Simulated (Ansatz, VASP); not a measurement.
WC: VASP beside Ansatz

```
W C
1.0
     2.90650    0.00000    0.00000
    -1.45325    2.51710    0.00000
     0.00000    0.00000    2.83660
W C
1 1
Direct
  0.00000 0.00000 0.00000
  0.66667 0.33333 0.50000
```

Alike in both runs: task relaxation of cell and atoms; functional PBEsol; k mesh 18 × 18 × 14; occupations gaussian, width 0.1 eV; no spin polarisation.

|  | VASP | Ansatz |
| --- | --- | --- |
| version | VASP 6.6.1 | Ansatz 0.2.0 |
| potentials or method | VASP PAW PBE potentials, release 64 (W_sv, C), cutoff 600 eV | scalar-relativistic, plane waves, PAW |
| valence electrons in the cell | 18 | 18 |

VASP gave:

| Quantity | Value |
| --- | --- |
| gap on the k mesh at the Fermi level, each at its own relaxed structure (eV) | none |
| relaxed volume (Å³/atom) | 10.32 |
| relaxed cell length with the largest relative difference (Å) | 2.831 |

Problem. Which values does Ansatz return?

Solution. gap on the k mesh at the Fermi level, each at its own relaxed structure (eV): none; relaxed volume (Å³/atom): 10.29; relaxed cell length with the largest relative difference (Å): 2.828.

VASP's potentials were made for PBE, not for PBEsol. A gap of «none» marks a metal or a gap that the smearing closes.

Spin-orbit coupling is off throughout.
